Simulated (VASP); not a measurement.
## MgB2: single point with PBE

Crystal: MgB2.

```
Mg B
1.0
     3.08500    0.00000    0.00000
    -1.54250    2.67169    0.00000
     0.00000    0.00000    3.52300
Mg B
1 2
Direct
  0.00000 0.00000 0.00000
  0.33333 0.66667 0.50000
  0.66667 0.33333 0.50000
```

- Program: VASP 6.6.1
- Task: single point
- Functional: PBE
- Potentials or basis: VASP PAW PBE potentials, release 64 (Mg, B)
- Cutoff: 520 eV
- k mesh: 12 × 12 × 9
- Occupations: fermi-dirac, width 0.05 eV
- Spin: no spin polarisation
- Dipole correction: no
- Further INCAR settings: ALGO = Normal; EDIFF = 1e-06; NBANDS = 11

```yaml
Pressure: -1.3 GPa
Band_gap_on_the_k_mesh: zero (band 4 reaches 7.05 eV, above the bottom of band 5 at 3.35 eV)
```

Stress tensor (GPa, compression positive):
```
-1.42  0.00  0.00
 0.00 -1.42  0.00
 0.00  0.00 -1.06
```

Levels at points of the mesh, in eV from the Fermi level:
```
           k point  band 1  band 2  band 3  band 4  band 5  band 6  band 7  band 8
(0.00, 0.00, 0.00)  -12.38   -2.90    0.39    0.39    1.70    6.33    6.33    8.11
(0.50, 0.00, 0.00)   -8.50   -7.79   -2.14    0.25    3.11    3.91    5.37    7.13
```

Run time: 29 s on 1 thread of Intel Xeon 8259CL, on a shared host, peak memory 0.16 GiB.
